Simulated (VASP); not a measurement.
Here is a VASP 6.6.1 calculation.

The input INCAR:

```
ALGO = Normal
EDIFF = 1E-6
EDIFFG = -0.05
ENCUT = 600
GGA = PE
IBRION = 2
ISIF = 3
ISMEAR = 0
LASPH = True
LCHARG = False
LREAL = False
LWAVE = False
NELM = 100
NSW = 80
PREC = Accurate
SIGMA = 0.1
```

File KPOINTS:

```
k-points
0
Gamma
  6 6 4
```

The input POSCAR:

```
Ge
1.0
    2.2615908648     -3.8281761037      0.0000000000
    2.2615908648      3.8281761037      0.0000000000
    0.0000000000      0.0000000000      4.5392325497
Ge
4
Direct
    0.6562923084      0.3437076916      0.4174800566
    0.8437076916      0.1562923084      0.9174800566
    0.3437076916      0.6562923084      0.5825199434
    0.1562923084      0.8437076916      0.0825199434
```

Potentials or basis: VASP PAW PBE potentials, release 64 (Ge_d).

Launch:

```bash
$ cat potpaw_PBE.64/Ge_d/POTCAR > POTCAR
$ mpirun -np 1 vasp_std > vasp.out
```

(1) What does it give for the relaxed cell?

(2) What does it give for the band gap on the k mesh?

Answers

(1) a = 4.948 Å, b = 4.948 Å, c = 4.018 Å, α = 90.00°, β = 90.00°, γ = 118.92°.

(2) zero (band 28 reaches 6.03 eV, above the bottom of band 29 at 4.32 eV).
